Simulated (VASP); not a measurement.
A run of VASP 6.6.1 is set up as follows.

The input INCAR:

```
SYSTEM = Sn4P
PREC = Accurate ; ENCUT = 520
EDIFF = 1E-6 ; ISMEAR = 0
SIGMA = 0.1 ; LREAL = .False.
LASPH = .True. ; NELM = 60
ALGO = Normal ; ISIF = 2
LWAVE = .False. ; LCHARG = .True.
GGA = PE ; LELF = .True.
LVHAR = .True. ; NBANDS = 38
```

The input KPOINTS:

```
regular mesh
0
Gamma
  4 4 4
  0 0 0
```

The input POSCAR:

```
Sn4P
1.0
    4.9045975400      0.0000000000      0.0000000000
    0.0000000000      4.9045975400      0.0000000000
    0.0000000000      0.0000000000      4.9045975400
Sn P
4 1
Direct
    0.0000000000      0.5000000000      0.5000000000
    0.5000000000      0.5000000000      0.0000000000
    0.5000000000      0.0000000000      0.5000000000
    0.0000000000      0.0000000000      0.0000000000
    0.5000000000      0.5000000000      0.5000000000
```

Potentials or basis: VASP PAW PBE potentials, release 64 (Sn_d, P).

Launch:

```bash
$ cat potpaw_PBE.64/Sn_d/POTCAR potpaw_PBE.64/P/POTCAR > POTCAR
$ mpirun -np 1 vasp_std > vasp.out
```

Task: What does it give for the pressure?

Result: 12.6 GPa.
